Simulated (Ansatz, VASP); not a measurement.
Two plane-wave programs on Be3Sn

INCAR

```
SYSTEM = Be3Sn
PREC = Accurate ; ENCUT = 520
EDIFF = 1E-6 ; ISMEAR = 0
SIGMA = 0.1 ; LREAL = .False.
LASPH = .True. ; NELM = 60
ALGO = Normal ; ISIF = 2
LWAVE = .False. ; LCHARG = .False.
GGA = PE ; NBANDS = 18
```

The input KPOINTS:

```
Automatic mesh
0
Gamma
  4 4 4
  0 0 0
```

Contents of POSCAR:

```
Be3Sn
1.0
    3.9392659000      0.0000000000      0.0000000000
    0.0000000000      3.9392659000      0.0000000000
    0.0000000000      0.0000000000      3.9392659000
Be Sn
3 1
Direct
    0.0000000000      0.5000000000      0.5000000000
    0.5000000000      0.0000000000      0.5000000000
    0.5000000000      0.5000000000      0.0000000000
    0.0000000000      0.0000000000      0.0000000000
```

Input for Ansatz:

```yaml
crystal:
  lattice:
    - [3.9392659, 0.0, 0.0]
    - [0.0, 3.9392659, 0.0]
    - [0.0, 0.0, 3.9392659]
  atoms:
    - { symbol: Be, position: [0.0, 0.5, 0.5] }
    - { symbol: Be, position: [0.5, 0.0, 0.5] }
    - { symbol: Be, position: [0.5, 0.5, 0.0] }
    - { symbol: Sn, position: [0.0, 0.0, 0.0] }
basis:
  ecutwfc: 420
kpoints:
  mp_grid: { grid: [4, 4, 4] }
hamiltonian:
  xc: pbe
scf:
  occupations: { method: gaussian, width: 0.1 }
  lower_state_search: "off"
output:
  forces: true
  stress: true
  eigenvalues: true
```

Alike in both runs: task single point; functional PBE; k mesh 4 × 4 × 4; occupations gaussian, width 0.1 eV; no spin polarisation.

```csv
,VASP,Ansatz
version,VASP 6.6.1,Ansatz 0.2.0
potentials or method,"VASP PAW PBE potentials, release 64 (Be, Sn_d), cutoff 520 eV","scalar-relativistic, plane waves, PAW"
valence electrons in the cell,20,20
```

|  | VASP | Ansatz | Ansatz less VASP |
| --- | --- | --- | --- |
| gap on the k mesh at the Fermi level (eV) | none | none | - |
| pressure (GPa) | -10.7 | -10.7 | -0.01 |

A gap of «none» marks a metal or a gap that the smearing closes. With one functional, cell and mesh, what is left measures potentials, basis and numerics.

The k mesh is coarse, so the values compare programs but aren't converged.
